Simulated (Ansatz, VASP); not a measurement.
# PtPb in VASP and in Ansatz

Contents of INCAR:

```
SYSTEM = PtPb
PREC = Accurate
ENCUT = 520
EDIFF = 1E-6
ISMEAR = -1
SIGMA = 0.05
LREAL = .FALSE.
LASPH = .TRUE.
NELM = 80
ALGO = Normal
ISIF = 2
LWAVE = .FALSE.
LCHARG = .FALSE.
GGA = CA
NBANDS = 32
```

Contents of KPOINTS:

```
regular mesh
0
G
  10 10 7
  0 0 0
```

POSCAR

```
PtPb
1.0
    4.2925008895      0.0000000000      0.0000000000
   -2.1462504448      3.7174148161      0.0000000000
    0.0000000000      0.0000000000      5.4560000000
Pt Pb
2 2
Direct
    0.3333333333      0.6666666667      0.2500000000
    0.6666666667      0.3333333333      0.7500000000
    0.0000000000      0.0000000000      0.0000000000
    0.0000000000      0.0000000000      0.5000000000
```

Input for Ansatz:

```yaml
crystal:
  lattice:
    - [4.2925008895, 0.0, 0.0]
    - [-2.1462504448, 3.7174148161, 0.0]
    - [0.0, 0.0, 5.456]
  atoms:
    - { symbol: Pt, position: [0.3333333333, 0.6666666667, 0.25] }
    - { symbol: Pt, position: [0.6666666667, 0.3333333333, 0.75] }
    - { symbol: Pb, position: [0.0, 0.0, 0.0] }
    - { symbol: Pb, position: [0.0, 0.0, 0.5] }
kpoints:
  mp_grid: { grid: [10, 10, 7] }
  band_path:
    path:
      - [0.0, 0.0, 0.0]
      - [0.5, 0.0, 0.0]
      - [0.3333333333, 0.3333333333, 0.0]
      - [0.0, 0.0, 0.0]
      - [0.0, 0.0, 0.5]
      - [0.5, 0.0, 0.5]
      - [0.3333333333, 0.3333333333, 0.5]
      - [0.0, 0.0, 0.5]
      - [0.5, 0.0, 0.5]
    npoints: 5
scf:
  occupations: { method: fermi_dirac, width: 0.05 }
hamiltonian:
  xc: lda
  pseudopotentials: { kind: all_electron, lapw: { basis_error: 0.0005 } }
output:
  forces: true
  stress: true
  eigenvalues: true
```

Change from the starting cell: equal xx and yy strain of +1 %.

Alike in both runs: task single point; functional LDA; k mesh 10 × 10 × 7; occupations fermi-dirac, width 0.05 eV; no spin polarisation.

|  | VASP | Ansatz |
| --- | --- | --- |
| version | VASP 6.6.1 | Ansatz 0.2.0 |
| potentials or method | VASP PAW LDA potentials, release 64 (Pt, Pb_d), cutoff 520 eV | all-electron LAPW, scalar-relativistic |

```tsv
	VASP	Ansatz	Ansatz less VASP
pressure (GPa)	4.5	4.3	-0.28
traceless stress, the component that is largest in VASP (GPa)	17.46	17.50	+0.042
```

LDA's correlation is that of Perdew and Zunger in VASP and of Perdew and Wang (1992) in Ansatz. Ansatz ran all-electron here, and VASP with PAW potentials.

Spin-orbit coupling is off throughout.
